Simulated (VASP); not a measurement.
# AlRu (Pm-3m) in VASP: notebook

AlRu is run at these levels: PBEsol; tasks: electric field gradients.

All numbers are computed with VASP 6.6.1; they aren't measurements. Logs are shortened: lines on timing, memory, paths and dates and some standing lists are left out, and cuts for length are marked.

**1. The cell of the first run**

Symmetry: Pm-3m, No. 221, cubic system. Conventional cell: a = 3.002 Å, b = 3.002 Å, c = 3.002 Å, α = 90.00°, β = 90.00°, γ = 90.00°. Al (site symmetry m-3m) has 8 Ru at 2.60 Å and 6 Al at 3.00 Å within 3.4 Å. Ru (site symmetry m-3m) has 8 Al at 2.60 Å and 6 Ru at 3.00 Å within 3.4 Å.

**2. Electric field gradients, PBEsol (volume scaled by 1.01)**

Input file INCAR:

```
SYSTEM = AlRu
PREC = Accurate
ENCUT = 520
EDIFF = 1E-8
ISMEAR = -1
SIGMA = 0.05
LREAL = .FALSE.
LASPH = .TRUE.
NELM = 100
ALGO = Normal
ISIF = 2
LWAVE = .FALSE.
LCHARG = .FALSE.
GGA = PS
LEFG = .TRUE.
NBANDS = 16
```

Input file KPOINTS:

```
Automatic mesh
0
G
  12 12 12
  0 0 0
```

Input file POSCAR:

```
AlRu
1.0
    3.0015389434      0.0000000000      0.0000000000
    0.0000000000      3.0015389434      0.0000000000
    0.0000000000      0.0000000000      3.0015389434
Al Ru
1 1
Direct
    0.0000000000      0.0000000000      0.0000000000
    0.5000000000      0.5000000000      0.5000000000
```

Potentials or basis: VASP PAW PBE potentials, release 64 (Al, Ru_pv).

On the command line:

```sh
> cat potpaw_PBE.64/Al/POTCAR potpaw_PBE.64/Ru_pv/POTCAR > POTCAR
> mpirun -np 1 vasp_std > vasp.out
```

OUTCAR:

```text
SYSTEM = AlRu
   PREC = Accurate
   ENCUT = 520
   EDIFF = 1E-8
   ISMEAR = -1
   LREAL = .FALSE.
   LASPH = .TRUE.
   NELM = 100
   ISIF = 2
   GGA = PS

 ion  position               nearest neighbor table
   1  0.000  0.000  0.000-   2 2.60   2 2.60   2 2.60   2 2.60   2 2.60   2 2.60   2 2.60   2 2.60

   2  0.500  0.500  0.500-   1 2.60   1 2.60   1 2.60   1 2.60   1 2.60   1 2.60   1 2.60   1 2.60

  LATTYP: Found a simple cubic cell.
 ALAT       =     3.0015389434

  Lattice vectors:

 A1 = (   3.0015389434,   0.0000000000,   0.0000000000)
 A2 = (   0.0000000000,   3.0015389434,   0.0000000000)
 A3 = (   0.0000000000,   0.0000000000,   3.0015389434)

Analysis of symmetry for initial positions (statically):
=====================================================================
 Subroutine PRICEL returns:
 Original cell was already a primitive cell.

 Routine SETGRP: Setting up the symmetry group for a
 simple cubic supercell.

 Subroutine GETGRP returns: Found 48 space group operations
 (whereof 48 operations were pure point group operations)
 out of a pool of 48 trial point group operations.

The static configuration has the point symmetry O_h .

Analysis of symmetry for dynamics (positions and initial velocities):
=====================================================================
 Subroutine PRICEL returns:
 Original cell was already a primitive cell.

 Routine SETGRP: Setting up the symmetry group for a
 simple cubic supercell.

 Subroutine GETGRP returns: Found 48 space group operations
 (whereof 48 operations were pure point group operations)
 out of a pool of 48 trial point group operations.

The dynamic configuration has the point symmetry O_h .

 Subroutine INISYM returns: Found 48 space group operations
 (whereof 48 operations are pure point group operations),
 and found     1 'primitive' translations

----------------------------------------------------------------------------------------

                                     Primitive cell

  volume of cell :      27.0416

  direct lattice vectors                    reciprocal lattice vectors
     3.001538943  0.000000000  0.000000000     0.333162427  0.000000000  0.000000000
     0.000000000  3.001538943  0.000000000     0.000000000  0.333162427  0.000000000
[... 116 lines left out ...]
 non-spin polarized calculation
  energy-cutoff  :      520.00
  volume of cell :       27.04
 maximum number of plane-waves:       743
 NGX is ok and might be reduce to    24
   NGX = 11   NGY = 11   NGZ = 11

 number of electron      16.9999996 magnetization

 Free energy of the ion-electron system (eV)
  ---------------------------------------------------
  ext. energy  EPLUGINS =         0.00000000
  ---------------------------------------------------
  free energy    TOTEN  =       -15.52131206 eV

  energy without entropy =      -15.50921934  energy(sigma->0) =      -15.51526570

 E-fermi :  10.4502     XC(G=0): -12.6363

 val. band max:       10.4488236619   @ k =   0.0833   0.0833   0.0000
 cond. band min:      10.4684799753   @ k =   0.2500   0.0833   0.0833
 fundamental gap:      0.0196563134
 Fermi energy:        10.4501807022

 k-point     1 :       0.0000    0.0000    0.0000
  band No.  band energies     occupation
      1     -31.2555      2.00000
      2     -31.2555      2.00000
      3     -31.2555      2.00000
      4       0.8319      2.00000
      5       6.9205      2.00000
      6       6.9205      2.00000
[... 433 lines left out ...]
      3     -31.2262      2.00000
      4       4.4871      2.00000
      5       6.5606      2.00000
      6       8.5561      2.00000
[... 8 lines left out ...]
     15      22.7558      0.00000
     16      25.5284      0.00000

 [... further k-points ...]
[... 5 lines left out ...]
  --------------------------------------------------------------------------------------
  -------------------------------------------------------------------------------------
  Total       -0.8978189     -0.8978189     -0.8978189     -0.0000000     -0.0000000      0.0000000
  in kB      -53.1945768    -53.1945768    -53.1945768     -0.0000000     -0.0000000      0.0000000
  external PRESSURE =     -53.1945768 kB  Pullay stress =       0.0000000 kB

 VOLUME and BASIS-vectors are now :
 -----------------------------------------------------------------------------
  energy-cutoff  :      520.00
  volume of cell :       27.04
      direct lattice vectors                 reciprocal lattice vectors
     3.001538943  0.000000000  0.000000000     0.333162427  0.000000000  0.000000000
     0.000000000  3.001538943  0.000000000     0.000000000  0.333162427  0.000000000
     0.000000000  0.000000000  3.001538943     0.000000000  0.000000000  0.333162427

 POSITION                                       TOTAL-FORCE (eV/Angst)
 -----------------------------------------------------------------------------------
      0.00000      0.00000      0.00000         0.000000      0.000000      0.000000
      1.50077      1.50077      1.50077         0.000000      0.000000      0.000000
 -----------------------------------------------------------------------------------
    total drift:                                0.000000     -0.000000     -0.000000

  FREE ENERGIE OF THE ION-ELECTRON SYSTEM (eV)
  ---------------------------------------------------
  free  energy   TOTEN  =       -15.5213120619 eV

  energy  without entropy=      -15.5092193407  energy(sigma->0) =      -15.51526570

 Electric field gradients (V/A^2)
---------------------------------------------------------------------
 ion       V_xx      V_yy      V_zz      V_xy      V_xz      V_yz
---------------------------------------------------------------------
   1       0.000     0.000    -0.000     0.000    -0.000    -0.000
   2      -0.000    -0.000    -0.000    -0.000    -0.000     0.000
---------------------------------------------------------------------

 Electric field gradients after diagonalization (V/A^2)
 (convention: |V_zz| > |V_xx| > |V_yy|)
----------------------------------------------------------------------
 ion       V_xx      V_yy      V_zz     asymmetry (V_yy - V_xx)/ V_zz
----------------------------------------------------------------------
   1       0.000     0.000    -0.000       0.260
   2      -0.000    -0.000    -0.000      -0.092
----------------------------------------------------------------------

           NMR quadrupolar parameters

 Cq : quadrupolar parameter    Cq=e*Q*V_zz/h
 eta: asymmetry parameters     (V_yy - V_xx)/ V_zz
 Q  : nuclear electric quadrupole moment in mb (millibarn)
----------------------------------------------------------------------
 ion       Cq(MHz)       eta       Q (mb)
----------------------------------------------------------------------
   1      -0.000       0.260       1.000
   2      -0.000      -0.092       1.000
----------------------------------------------------------------------
```

It took 42 s on 1 thread of Intel Xeon Platinum 8259CL at 2.50GHz (Skylake/Cascade Lake), shared host; peak memory 0.16 GiB.

Results:

```yaml
Free_energy: -15.5213 eV
Pressure: -5.3 GPa
```

Levels at points of the mesh, in eV from the Fermi level:
```csv
k point,band 5,band 6,band 7,band 8,band 9,band 10,band 11,band 12,band 13,band 14
"(0.00, 0.00, 0.00)",-3.53,-3.53,0.19,0.19,0.19,6.03,6.03,6.03,10.94,10.94
"(0.50, 0.00, 0.00)",-5.45,-2.74,-1.57,-1.57,0.44,2.25,7.46,10.95,10.95,12.00
"(0.50, 0.50, 0.00)",-3.05,-1.35,-1.35,-1.14,-1.14,1.51,5.21,6.18,10.53,12.00
"(0.50, 0.50, 0.50)",-4.57,-4.57,1.60,1.60,2.55,4.08,4.08,4.08,8.49,8.49
```

Caveat: without QUAD_EFG the Cq values of the log hold for a quadrupole moment of 1 mb, not for the nuclei; the PAW data sets were made with another functional, which shifts forces and pressure a little.

**3. Electric field gradients, PBEsol (volume scaled by 1.02)**

Input file INCAR:

```
  PREC = Accurate
  ENCUT = 520
  EDIFF = 1E-8
  ISMEAR = -1
  SIGMA = 0.05
  LREAL = F
  LASPH = T
  NELM = 100
  ALGO = Normal
  ISIF = 2
  LWAVE = F
  LCHARG = F
  GGA = PS
  LEFG = T
  NBANDS = 16
```

Input file KPOINTS:

```
Automatic mesh
0
Gamma
  12 12 12
```

Input file POSCAR:

```
AlRu
1.0
    3.0114124979      0.0000000000      0.0000000000
    0.0000000000      3.0114124979      0.0000000000
    0.0000000000      0.0000000000      3.0114124979
Al Ru
1 1
Direct
    0.0000000000      0.0000000000      0.0000000000
    0.5000000000      0.5000000000      0.5000000000
```

Potentials or basis: VASP PAW PBE potentials, release 64 (Al, Ru_pv).

On the command line:

```sh
> cat potpaw_PBE.64/Al/POTCAR potpaw_PBE.64/Ru_pv/POTCAR > POTCAR
> mpirun -np 1 vasp_std > vasp.out
```

OUTCAR:

```text
PREC = Accurate
   ENCUT = 520
   EDIFF = 1E-8
   ISMEAR = -1
   LREAL = F
   LASPH = T
   NELM = 100
   ISIF = 2
   GGA = PS

 ion  position               nearest neighbor table
   1  0.000  0.000  0.000-   2 2.61   2 2.61   2 2.61   2 2.61   2 2.61   2 2.61   2 2.61   2 2.61

   2  0.500  0.500  0.500-   1 2.61   1 2.61   1 2.61   1 2.61   1 2.61   1 2.61   1 2.61   1 2.61

  LATTYP: Found a simple cubic cell.
 ALAT       =     3.0114124979

  Lattice vectors:

 A1 = (   3.0114124979,   0.0000000000,   0.0000000000)
 A2 = (   0.0000000000,   3.0114124979,   0.0000000000)
 A3 = (   0.0000000000,   0.0000000000,   3.0114124979)

Analysis of symmetry for initial positions (statically):
=====================================================================
 Subroutine PRICEL returns:
 Original cell was already a primitive cell.

 Routine SETGRP: Setting up the symmetry group for a
 simple cubic supercell.

 Subroutine GETGRP returns: Found 48 space group operations
 (whereof 48 operations were pure point group operations)
[... 645 lines left out ...]
     0.000000000  3.011412498  0.000000000     0.000000000  0.332070084  0.000000000
     0.000000000  0.000000000  3.011412498     0.000000000  0.000000000  0.332070084

 POSITION                                       TOTAL-FORCE (eV/Angst)
 -----------------------------------------------------------------------------------
      0.00000      0.00000      0.00000         0.000000      0.000000      0.000000
      1.50571      1.50571      1.50571         0.000000      0.000000      0.000000
 -----------------------------------------------------------------------------------
    total drift:                                0.000000     -0.000000     -0.000000

  FREE ENERGIE OF THE ION-ELECTRON SYSTEM (eV)
  ---------------------------------------------------
  free  energy   TOTEN  =       -15.5109442771 eV

  energy  without entropy=      -15.4986562807  energy(sigma->0) =      -15.50480028

 Electric field gradients (V/A^2)
---------------------------------------------------------------------
 ion       V_xx      V_yy      V_zz      V_xy      V_xz      V_yz
---------------------------------------------------------------------
   1       0.000     0.000    -0.000     0.000     0.000     0.000
   2       0.000     0.000     0.000    -0.000    -0.000     0.000
---------------------------------------------------------------------

 Electric field gradients after diagonalization (V/A^2)
 (convention: |V_zz| > |V_xx| > |V_yy|)
----------------------------------------------------------------------
 ion       V_xx      V_yy      V_zz     asymmetry (V_yy - V_xx)/ V_zz
----------------------------------------------------------------------
   1       0.000     0.000    -0.000       0.589
   2       0.000     0.000     0.000      -0.021
----------------------------------------------------------------------

           NMR quadrupolar parameters

 Cq : quadrupolar parameter    Cq=e*Q*V_zz/h
 eta: asymmetry parameters     (V_yy - V_xx)/ V_zz
 Q  : nuclear electric quadrupole moment in mb (millibarn)
----------------------------------------------------------------------
 ion       Cq(MHz)       eta       Q (mb)
----------------------------------------------------------------------
   1      -0.000       0.589       1.000
   2       0.000      -0.021       1.000
----------------------------------------------------------------------
```

It took 36 s on 1 thread of Intel Xeon Platinum 8259CL at 2.50GHz (Skylake/Cascade Lake), shared host; peak memory 0.16 GiB.

Results:

```
Free energy : -15.5109 eV
Pressure    : -7.2 GPa
```

Caveat: without QUAD_EFG the Cq values of the log hold for a quadrupole moment of 1 mb, not for the nuclei; the PAW data sets were made with another functional, which shifts forces and pressure a little.

(Part 1 of 2 ends here.)
